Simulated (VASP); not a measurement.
Input of a VASP 6.6.1 run:

Contents of INCAR:

```
SYSTEM = BiO4
ALGO     = Normal         ! electronic algorithm
EDIFF    = 1E-6           ! SCF threshold, eV
EDIFFG   = -0.04          ! ionic threshold
ENCUT    = 600            ! plane-wave cutoff, eV
GGA      = PE             ! functional
IBRION   = 2              ! ionic algorithm
ISIF     = 3              ! what is computed and relaxed
ISMEAR   = 0              ! smearing method
LASPH    = .TRUE.         ! aspherical terms in the spheres
LCHARG   = .FALSE.        ! write CHGCAR
LREAL    = .FALSE.        ! projectors in reciprocal space
LWAVE    = .FALSE.        ! write WAVECAR
NELM     = 80             ! most SCF steps
NSW      = 90             ! ionic steps
PREC     = Accurate       ! precision mode
SIGMA    = 0.1            ! smearing width, eV
```

The input KPOINTS:

```
k-points
0
G
  6 6 6
  0 0 0
```

POSCAR

```
BiO4
1.0
   -2.5562738854      2.5562738854      2.5562738854
    2.5562738854     -2.5562738854      2.5562738854
    2.5562738854      2.5562738854     -2.5562738854
Bi O
1 4
Direct
    0.0000000000      0.0000000000      0.0000000000
    0.5000000000      0.5000000000      0.5000000000
    0.5000000000      0.0000000000      0.0000000000
    0.0000000000      0.0000000000      0.5000000000
    0.0000000000      0.5000000000      0.0000000000
```

Potentials or basis: VASP PAW PBE potentials, release 64 (Bi_d, O).

Command:

```bash
$ cat potpaw_PBE.64/Bi_d/POTCAR potpaw_PBE.64/O/POTCAR > POTCAR
$ mpirun -np 1 vasp_std > vasp.out
```

Task: What does it give for the space group after relaxing (to 0.05 Å)?

Result: Im-3m (No. 229).

Task: What does it give for the relaxed volume?

Result: 13.21 Å³/atom.

The path:
```
step  energy change (eV)  largest force (eV/Å)  pressure (GPa)  volume (Å³)
   1              0.0000                0.0000           -0.96        66.82
   2             -0.0016                0.0000            0.29        66.05
```

Caveat: an odd number of electrons without spin polarisation forces a metal; a magnetic or distorted state may lie lower.
